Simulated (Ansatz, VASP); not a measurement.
**SiC: VASP beside Ansatz**

```xyz
8
Lattice="1.5290 -2.6483 0.0000 0.0272 0.0157 -5.1381 4.6734 2.6982 -0.0328" Properties=species:S:1:pos:R:3 pbc="T T T"
C     1.6261   -0.8267   -4.9069
C     3.1025    1.7912   -4.5890
C     1.7147    0.9900   -2.3613
C     2.9626    1.7105   -2.9932
Si    4.4875    0.8253   -2.3473
Si    1.7064   -0.7804   -3.0068
Si    1.6188    0.9346   -0.3951
Si    4.6419    0.9144   -0.0841
```

Alike in both runs: functional LDA; k mesh 12 × 8 × 8; occupations gaussian, width 0.01 eV; no spin polarisation.

Ansatz relaxed the structure, and its values are those at the end. VASP's run is a single point on that final structure, the one shown.

|  | VASP | Ansatz |
| --- | --- | --- |
| version | VASP 6.6.1 | Ansatz 0.2.0 |
| potentials or method | VASP PAW LDA potentials, release 64 (C, Si), cutoff 520 eV | scalar-relativistic, plane waves, PAW |
| valence electrons in the cell | 32 | 32 |

VASP gave:

| Item | Value |
| --- | --- |
| gap on the k mesh at the Fermi level (eV) | 0.50 |
| least direct gap on the mesh (eV) | 1.15 |
| pressure (GPa) | 0.3 |
| rms of the force components (eV/Å) | 0.011 |

**Question.** Estimate Ansatz's values.

**Answer.** gap on the k mesh at the Fermi level (eV): 0.51; least direct gap on the mesh (eV): 1.16; pressure (GPa): -0.1; rms of the force components (eV/Å): 0.003.

LDA's correlation is that of Perdew and Zunger in VASP and of Perdew and Wang (1992) in Ansatz.
